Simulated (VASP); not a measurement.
Crystal: AlN.

```
Al N
1.0
     3.15040    0.00000    0.00000
    -1.57520    2.72833    0.00000
     0.00000    0.00000    4.74580
Al N
2 2
Direct
  0.33333 0.66667 0.00152
  0.66667 0.33333 0.50152
  0.33333 0.66667 0.38348
  0.66667 0.33333 0.88348
```

| Item | Value |
| --- | --- |
| Program | VASP 6.6.1 |
| Task | relaxation of the atoms |
| Functional | LDA |
| Potentials or basis | VASP PAW LDA potentials, release 64 (Al, N) |
| Cutoff | 520 eV |
| k mesh | 9 × 9 × 6 |
| Occupations | gaussian, width 0.05 eV |
| Spin | no spin polarisation |

At the start: pressure 1.3 GPa; volume 10.20 Å³/atom.

Q: How do energy, volume and symmetry change on relaxing?

A: Over 3 steps the energy falls by 15.0 meV/atom at a fixed cell; space group P6_3mc (No. 186, to 0.1 Å) before and after.

The path:
```
step  energy change (eV)  largest force (eV/Å)  pressure (GPa)
   1              0.0000                0.9889            1.32
   2             -0.0496                0.3354           -0.77
   3             -0.0602                0.0035           -0.35
```

Final structure:
```cif
data_structure
_symmetry_space_group_name_H-M 'P 1'
_symmetry_Int_Tables_number 1
_cell_length_a 3.1504
_cell_length_b 3.1504
_cell_length_c 4.7458
_cell_angle_alpha 90.000
_cell_angle_beta 90.000
_cell_angle_gamma 120.000
_cell_volume 40.79
loop_
_atom_site_label
_atom_site_type_symbol
_atom_site_fract_x
_atom_site_fract_y
_atom_site_fract_z
_atom_site_occupancy
Al1 Al 0.33333 0.66667 0.99467 1
Al2 Al 0.66667 0.33333 0.49467 1
N1 N 0.33333 0.66667 0.39033 1
N2 N 0.66667 0.33333 0.89033 1
```

Against the measured gap of AlN, 6.034 eV (an exciton energy, a little under the gap; 10 K; quoted in “Self-assembly of well-separated AlN nanowires directly on sputtered metallic TiN films”, 2019, arxiv:1910.07391), the calculated 4.04 eV is off by -1.99 eV. 2 values of this kind are on record (6.034 to 6.0343 eV); this one was drawn at random. The value is that of LDA on a finite k mesh, which can miss the band edges, without temperature or zero-point motion. Semilocal functionals fall short of measured gaps as a rule.
